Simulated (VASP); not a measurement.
A run of VASP 6.6.1 is set up as follows.

Contents of INCAR:

```
SYSTEM = Nb
ALGO = Normal
EDIFF = 1E-6
ENCUT = 520
GGA = PS
ISIF = 2
ISMEAR = 1
LASPH = .TRUE.
LCHARG = .FALSE.
LREAL = .FALSE.
LWAVE = .FALSE.
NBANDS = 12
NELM = 100
PREC = Accurate
SIGMA = 0.1
```

File KPOINTS:

```
k-points
0
G
  23 23 23
  0 0 0
```

Contents of POSCAR:

```
Nb
1.0
   -1.6353117945      1.6353117945      1.6353117945
    1.6353117945     -1.6353117945      1.6353117945
    1.6353117945      1.6353117945     -1.6353117945
Nb
1
Direct
    0.0000000000      0.0000000000      0.0000000000
```

Potentials or basis: VASP PAW PBE potentials, release 64 (Nb_sv).

Run with:

```sh
$ cat potpaw_PBE.64/Nb_sv/POTCAR > POTCAR
$ mpirun -np 1 vasp_std > vasp.out
```

Problem. What does it give for the pressure?

Solution. -0.3 GPa.

Caveat: the PAW data sets were made with another functional, which shifts forces and pressure a little.
